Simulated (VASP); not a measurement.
A run of VASP 6.6.1:

File POSCAR:

```
MgO
1.0
    2.6233491278      0.0582383506      0.0000000000
    0.0582383506      2.6233491278      0.0000000000
    0.0000000000      0.0000000000      2.6233491278
Mg O
1 1
Direct
    0.0000000000      0.0000000000      0.0000000000
    0.5000000000      0.5000000000      0.5000000000
```

The input INCAR.step1:

```
SYSTEM = MgO
PREC     = Accurate       ! precision mode
ENCUT    = 660            ! plane-wave cutoff, eV
ISMEAR   = 0              ! smearing method
SIGMA    = 0.01           ! smearing width, eV
LREAL    = .False.        ! projectors in reciprocal space
LASPH    = .True.         ! aspherical terms in the spheres
NELM     = 120            ! most SCF steps
NBANDS   = 15             ! bands
GGA      = PE             ! functional
ALGO     = Normal         ! electronic algorithm
EDIFF    = 1E-5           ! SCF threshold, eV
LWAVE    = .True.         ! write WAVECAR
LCHARG   = .False.        ! write CHGCAR
GGA_COMPAT= .False.
```

INCAR.step2

```
SYSTEM = MgO
PREC     = Accurate       ! precision mode
ENCUT    = 660            ! plane-wave cutoff, eV
EDIFF    = 1E-6           ! SCF threshold, eV
ISMEAR   = 0              ! smearing method
SIGMA    = 0.01           ! smearing width, eV
LREAL    = .False.        ! projectors in reciprocal space
LASPH    = .True.         ! aspherical terms in the spheres
NELM     = 120            ! most SCF steps
ALGO     = Normal         ! electronic algorithm
ISIF     = 2              ! what is computed and relaxed
LWAVE    = .False.        ! write WAVECAR
LCHARG   = .False.        ! write CHGCAR
METAGGA  = R2SCAN         ! meta-GGA
LMIXTAU  = .True.       
NBANDS   = 15             ! bands
ISTART   = 1            
GGA_COMPAT= .False.
```

File KPOINTS:

```
Automatic mesh
0
Gamma
  10 10 10
  0 0 0
```

Potentials or basis: VASP PAW PBE potentials, release 64 (Mg_sv, O).

Launch:

```console
$ cat potpaw_PBE.64/Mg_sv/POTCAR potpaw_PBE.64/O/POTCAR > POTCAR
$ cp INCAR.step1 INCAR
$ mpirun -np 1 vasp_std > vasp.out
$ cp INCAR.step2 INCAR
$ mpirun -np 1 vasp_std > vasp.out
```

Hardware: 1 thread of Intel(R) Xeon(R) Platinum 8259CL CPU @ 2.50GHz (Skylake/Cascade Lake), on a shared host.

Estimate the wall time of this run.

Wall time 2.3 min on 1 thread of Intel(R) Xeon(R) Platinum 8259CL CPU @ 2.50GHz (Skylake/Cascade Lake), on a shared host, peak memory 0.19 GiB. Counts: k points 186.
